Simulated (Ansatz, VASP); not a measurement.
## One calculation of KI, two programs

```
K I
1.0
     0.00000    3.63395    3.63395
     3.63395    0.00000    3.63395
     3.63395    3.63395    0.00000
K I
1 1
Cartesian
  0.0000 0.0000 0.0000
  3.6340 3.6340 3.6340
```

Alike in both runs: task single point; functional PBEsol; k mesh 6 × 6 × 6; occupations gaussian, width 0.02 eV; no spin polarisation.

|  | VASP | Ansatz |
| --- | --- | --- |
| version | VASP 6.6.1 | Ansatz 0.2.0 |
| potentials or method | VASP PAW PBE potentials, release 64 (K_sv, I), cutoff 520 eV | scalar-relativistic, plane waves, PAW |
| valence electrons in the cell | 16 | 26 |

```csv
,VASP,Ansatz,Ansatz less VASP
gap on the k mesh at the Fermi level (eV),3.65,3.65,+0.004
least direct gap on the mesh (eV),3.65,3.65,+0.004
pressure (GPa),-1.0,-1.0,-0.02
```

VASP's potentials were made for PBE, not for PBEsol. VASP's potentials hold 16 valence electrons a cell and Ansatz's 26, so a difference there can come from the potentials and not from the codes.

Neither program's run includes spin-orbit coupling.
